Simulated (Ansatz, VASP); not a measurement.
## Two plane-wave programs on Ge2Sb2Te5

```xyz
9
Lattice="4.2020 0.0000 0.0000 -2.1010 3.6391 0.0000 0.0000 0.0000 17.1148" Properties=species:S:1:pos:R:3 pbc="T T T"
Te    0.0000    0.0000    0.0000
Te    2.1010    1.2130    3.7448
Te    0.0000    2.4260    7.1952
Te    2.1010    1.2130    9.9195
Te    0.0000    2.4260   13.3700
Sb    0.0000    2.4260    1.9974
Sb    2.1010    1.2130   15.1173
Ge    0.0000    0.0000    5.7825
Ge    0.0000    0.0000   11.3322
```

Alike in both runs: functional PBEsol; k mesh 10 × 10 × 2; occupations gaussian, width 0.03 eV; no spin polarisation.

Ansatz relaxed the structure, and its values are those at the end. VASP's run is a single point on that final structure, the one shown.

|  | VASP | Ansatz |
| --- | --- | --- |
| version | VASP 6.6.1 | Ansatz 0.2.0 |
| potentials or method | VASP PAW PBE potentials, release 64 (Te, Sb, Ge_d) | scalar-relativistic, plane waves, PAW |
| plane-wave cutoff (eV) | 520 | 420 |
| valence electrons in the cell | 68 | 138 |

Ansatz gave:

| Quantity | Value |
| --- | --- |
| gap on the k mesh at the Fermi level (eV) | 0.07 |
| least direct gap on the mesh (eV) | 0.11 |
| pressure (GPa) | 0.0 |
| rms of the force components (eV/Å) | 0.000 |

**Question.** Which values does VASP return?

**Answer.** gap on the k mesh at the Fermi level (eV): 0.06; least direct gap on the mesh (eV): 0.12; pressure (GPa): 0.1; rms of the force components (eV/Å): 0.012.

VASP's potentials were made for PBE, not for PBEsol. VASP's potentials hold 68 valence electrons a cell and Ansatz's 138, so a difference there can come from the potentials and not from the codes.

Neither program's run includes spin-orbit coupling.
